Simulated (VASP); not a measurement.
**Cs2AgBiBr6: relaxation of cell and atoms with PBEsol**

Cs2AgBiBr6:

```
CELL_PARAMETERS angstrom
0.00000 5.61610 5.61610
5.61610 0.00000 5.61610
5.61610 5.61610 0.00000
ATOMIC_POSITIONS crystal
Cs 0.25000 0.25000 0.25000
Cs 0.75000 0.75000 0.75000
Ag 0.50000 0.50000 0.50000
Bi 0.00000 0.00000 0.00000
Br 0.25055 0.74945 0.25055
Br 0.25055 0.74945 0.74945
Br 0.74945 0.25055 0.74945
Br 0.74945 0.25055 0.25055
Br 0.25055 0.25055 0.74945
Br 0.74945 0.74945 0.25055
```

| Quantity | Value |
| --- | --- |
| Program | VASP 6.6.1 |
| Task | relaxation of cell and atoms |
| Functional | PBEsol |
| Potentials or basis | VASP PAW PBE potentials, release 64 (Cs_sv, Ag, Bi_d, Br) |
| Cutoff | 600 eV |
| k mesh | 4 × 4 × 4 |
| Occupations | gaussian, width 0.02 eV |
| Spin | no spin polarisation |
| Dipole correction | no |
| Further INCAR settings | ALGO = Normal; EDIFF = 1e-06; IBRION = 2; EDIFFG = -0.005; NSW = 100; ISIF = 3 |

* Relaxed volume: 35.00 Å³/atom
* Relaxed cell: a = 7.911 Å, b = 7.911 Å, c = 7.911 Å, α = 60.00°, β = 60.00°, γ = 60.00°
* Space group after relaxing (to 0.05 Å): Fm-3m (No. 225)
* Energy gained by relaxing: 3.6 meV/atom
* Ionic steps: 4
* Pressure after relaxing: 0.0 GPa
* Band gap on the k mesh: 1.10 eV, indirect (least direct gap 2.33 eV)

Step by step:
| step | energy change (eV) | largest force (eV/Å) | pressure (GPa) | volume (Å³) |
| --- | --- | --- | --- | --- |
| 1 | 0.0000 | 0.3080 | -0.01 | 354.27 |
| 2 | -0.0216 | 0.1759 | -0.14 | 354.19 |
| 3 | -0.0324 | 0.0026 | -0.28 | 354.09 |
| 4 | -0.0359 | 0.0012 | 0.02 | 350.03 |

Final structure:
```cif
data_structure
_symmetry_space_group_name_H-M 'P 1'
_symmetry_Int_Tables_number 1
_cell_length_a 7.9106
_cell_length_b 7.9106
_cell_length_c 7.9106
_cell_angle_alpha 60.000
_cell_angle_beta 60.000
_cell_angle_gamma 60.000
_cell_volume 350.03
loop_
_atom_site_label
_atom_site_type_symbol
_atom_site_fract_x
_atom_site_fract_y
_atom_site_fract_z
_atom_site_occupancy
Cs1 Cs 0.25000 0.25000 0.25000 1
Cs2 Cs 0.75000 0.75000 0.75000 1
Ag1 Ag 0.50000 0.50000 0.50000 1
Bi1 Bi 0.00000 0.00000 0.00000 1
Br1 Br 0.25399 0.74601 0.25399 1
Br2 Br 0.25399 0.74601 0.74601 1
Br3 Br 0.74601 0.25399 0.74601 1
Br4 Br 0.74601 0.25399 0.25399 1
Br5 Br 0.25399 0.25399 0.74601 1
Br6 Br 0.74601 0.74601 0.25399 1
```

Levels at points of the mesh, in eV from the valence-band top:
| k point | band 40 | band 41 | band 42 | band 43 | band 44 | band 45 | band 46 | band 47 |
| --- | --- | --- | --- | --- | --- | --- | --- | --- |
| (0.00, 0.00, 0.00) | -1.25 | -1.25 | -0.63 | -0.63 | 2.06 | 2.06 | 2.06 | 3.45 |
| (0.50, 0.00, 0.00) | -1.58 | -1.54 | -1.26 | -1.26 | 1.10 | 3.52 | 3.52 | 4.80 |
| (0.50, 0.50, 0.00) | -1.63 | -1.27 | -0.64 | 0.00 | 2.58 | 2.58 | 2.95 | 4.48 |

Wall time 5.5 min on 1 thread of Intel(R) Xeon(R) 6975P-C (Granite Rapids), on a shared host, peak memory 0.73 GiB.

Caveat: the PAW data sets were made with another functional, which shifts forces and pressure a little; spin-orbit coupling is left out, which moves the levels of the heavy elements. A hybrid or GW would open this gap; PBEsol tends to underestimate it.
